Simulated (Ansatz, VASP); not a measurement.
**CdS in VASP and in Ansatz**

The input INCAR:

```
  ALGO = Normal
  EDIFF = 1E-6
  ENCUT = 540
  GGA = CA
  GGA_COMPAT = False
  ISIF = 2
  ISMEAR = 0
  LASPH = True
  LCHARG = True
  LELF = True
  LREAL = False
  LVHAR = True
  LWAVE = False
  NBANDS = 20
  NELM = 120
  PREC = Accurate
  SIGMA = 0.02
```

The input KPOINTS:

```
k-points
0
Gamma
  6 6 4
```

The input POSCAR:

```
CdS
1.0
    4.1759466000      0.0000000000      0.0000000000
   -2.0879733000      3.6164753800      0.0000000000
    0.0000000000      0.0000000000      5.8041730000
Cd S
1 1
Direct
    0.0000000000      0.0000000000      0.4426920000
    0.6666666667      0.3333333333      0.4343080000
```

Input for Ansatz:

```yaml
crystal:
  lattice:
    - [4.1759466, 0.0, 0.0]
    - [-2.0879733, 3.6164753800000002, 0.0]
    - [0.0, 0.0, 5.804173]
  atoms:
    - { symbol: Cd, position: [0.0, 0.0, 0.442692] }
    - { symbol: S, position: [0.6666666666666666, 0.3333333333333333, 0.434308] }
basis:
  ecutwfc: 476.19925930478996
kpoints:
  mp_grid:
    grid: [6, 6, 4]
hamiltonian:
  xc: lda
scf:
  occupations:
    method: gaussian
    width: 0.02
output:
  stress: true
```

Alike in both runs: task single point; functional LDA; k mesh 6 × 6 × 4; occupations gaussian, width 0.02 eV; no spin polarisation.

|  | VASP | Ansatz |
| --- | --- | --- |
| version | VASP 6.6.1 | Ansatz 0.2.0 |
| potentials or method | VASP PAW LDA potentials, release 64 (Cd_sv_GW, S), cutoff 540 eV | plane waves, PAW |
| valence electrons in the cell | 26 | 26 |

VASP gave:

* pressure (GPa): -1.4
* traceless stress, the component that is largest in VASP (GPa): 0.69

Task: Estimate Ansatz's values.

Result: Pressure (GPa): -0.9; traceless stress, the component that is largest in VASP (GPa): 0.76.

LDA's correlation is that of Perdew and Zunger in VASP and of Perdew and Wang (1992) in Ansatz. Ansatz's warnings: structure snapped to symmetry.
